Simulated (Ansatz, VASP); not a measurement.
## HgTe in VASP and in Ansatz

```
Hg Te
1.0
    -0.02922    2.90689    2.90689
     2.90689   -0.02922    2.90689
     2.90689    2.90689   -0.02922
Hg Te
1 1
Cartesian
  0.0000 0.0000 0.0000
  2.8923 2.8923 2.8923
```

Change from the starting cell: equal xy, yz and zx shear strains of -1 %, crystal datasets.

Alike in both runs: task electric field gradients; functional PBEsol; k mesh 12 × 12 × 12; occupations fermi-dirac, width 0.08 eV; no spin polarisation.

```csv
,VASP,Ansatz
version,VASP 6.6.1,Ansatz 0.2.0
potentials or method,"VASP PAW PBE potentials, release 64 (Hg, Te), cutoff 520 eV","all-electron PAW with datasets made for the crystal, scalar-relativistic"
```

|  | VASP | Ansatz | Ansatz less VASP |
| --- | --- | --- | --- |
| pressure (GPa) | 6.4 | 6.1 | -0.31 |
| traceless stress, the component that is largest in VASP (GPa) | 0.14 | 0.14 | +0.003 |
| size of Vzz on the site where it differs most (V/Å²) | 8.4 | 6.9 | -1.50 |

VASP's potentials were made for PBE, not for PBEsol. Ansatz ran all-electron here, and VASP with PAW potentials.

Spin-orbit coupling is off throughout.
